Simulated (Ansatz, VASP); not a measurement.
**Two plane-wave programs on HfN**

```xyz
2
Lattice="0.0000 2.2629 2.2629 2.2629 0.0000 2.2629 2.2629 2.2629 0.0000" Properties=species:S:1:pos:R:3 pbc="T T T"
Hf    0.0000    0.0000    0.0000
N     2.2629    2.2629    2.2629
```

Alike in both runs: task relaxation of cell and atoms; functional r2SCAN; k mesh 16 × 16 × 16; occupations fermi-dirac, width 0.15 eV; no spin polarisation.

|  | VASP | Ansatz |
| --- | --- | --- |
| version | VASP 6.6.1 | Ansatz 0.2.0 |
| potentials or method | VASP PAW PBE potentials, release 64 (Hf_pv, N), cutoff 600 eV | scalar-relativistic, plane waves, PAW |
| valence electrons in the cell | 15 | 31 |

|  | VASP | Ansatz | Ansatz less VASP |
| --- | --- | --- | --- |
| gap on the k mesh at the Fermi level, each at its own relaxed structure (eV) | none | none | - |
| relaxed volume (Å³/atom) | 11.48 | 11.59 | +0.110 |
| relaxed cell length with the largest relative difference (Å) | 3.191 | 3.201 | +0.0101 |

VASP's potentials were made for PBE, not for r2SCAN. A gap of «none» marks a metal or a gap that the smearing closes. VASP's potentials hold 15 valence electrons a cell and Ansatz's 31, so a difference there can come from the potentials and not from the codes.

Neither program's run includes spin-orbit coupling.
